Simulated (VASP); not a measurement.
V:

```
V
1.0
     1.65270    0.95419    3.06473
    -1.65270    0.95419    3.06473
     0.00000   -1.90837    3.06473
V
2
Direct
  0.22754 0.22754 0.22754
  0.77246 0.77246 0.77246
```

| Quantity | Value |
| --- | --- |
| Program | VASP 6.6.1 |
| Task | relaxation of cell and atoms |
| Functional | r2SCAN |
| Potentials or basis | VASP PAW PBE potentials, release 64 (V_sv) |
| Cutoff | 600 eV |
| k mesh | 6 × 6 × 6 |
| Occupations | gaussian, width 0.1 eV |
| Spin | collinear spin, ferromagnetic start |
| Starting moments | [0.49, 0.49] μB |

At the start: pressure 4.7 GPa; volume 14.50 Å³/atom.

How do energy, volume and symmetry change on relaxing?

Over 17 steps the energy falls by 1055.8 meV/atom and the volume is 13.62 Å³/atom (-6.1 %); space group R-3m (No. 166, to 0.1 Å) before and after; moment 0.00 μB per cell.

The path:
| step | energy change (eV) | largest force (eV/Å) | pressure (GPa) | volume (Å³) |
| --- | --- | --- | --- | --- |
| 1 | 0.0000 | 4.4892 | 4.71 | 29.00 |
| 2 | -1.1238 | 0.2664 | -11.19 | 30.81 |
| 3 | -1.1263 | 0.0688 | -10.95 | 30.74 |
| 4 | -1.5585 | 2.1097 | 8.21 | 26.77 |
| 5 | -1.5588 | 2.1487 | 8.88 | 26.68 |
| 6 | -1.8285 | 1.6227 | 11.72 | 26.05 |
| 7 | -1.8608 | 1.8213 | 17.08 | 25.48 |
| 8 | -2.0670 | 0.7840 | -0.91 | 27.54 |
| 9 | -2.0724 | 0.6405 | -3.46 | 27.91 |
| 10 | -2.0724 | 0.6225 | -3.82 | 27.96 |
| 11 | -2.0978 | 0.4169 | -2.20 | 27.62 |
| 12 | -2.1103 | 0.0272 | 0.61 | 27.16 |
| 13 | -2.1104 | 0.0647 | 0.36 | 27.20 |
| 14 | -2.1104 | 0.0494 | 0.43 | 27.18 |
| 15 | -2.1112 | 0.0012 | 0.07 | 27.23 |
| 16 | -2.1113 | 0.0382 | -0.20 | 27.27 |
| 17 | -2.1115 | 0.0229 | 0.02 | 27.23 |

Final structure:
```
V
1.0
     1.41760    0.81845    3.91202
    -1.41760    0.81845    3.91202
     0.00000   -1.63691    3.91202
V
2
Direct
  0.24990 0.24990 0.24990
  0.75010 0.75010 0.75010
```

Caveat: the k points lie up to 0.44 Å⁻¹ apart in the final cell, too coarse for converged energies and pressures of a metal; a cell axis changed by over 15 % at a fixed basis, so the end point is rough; the PAW data sets were made with another functional, which shifts forces and pressure a little.
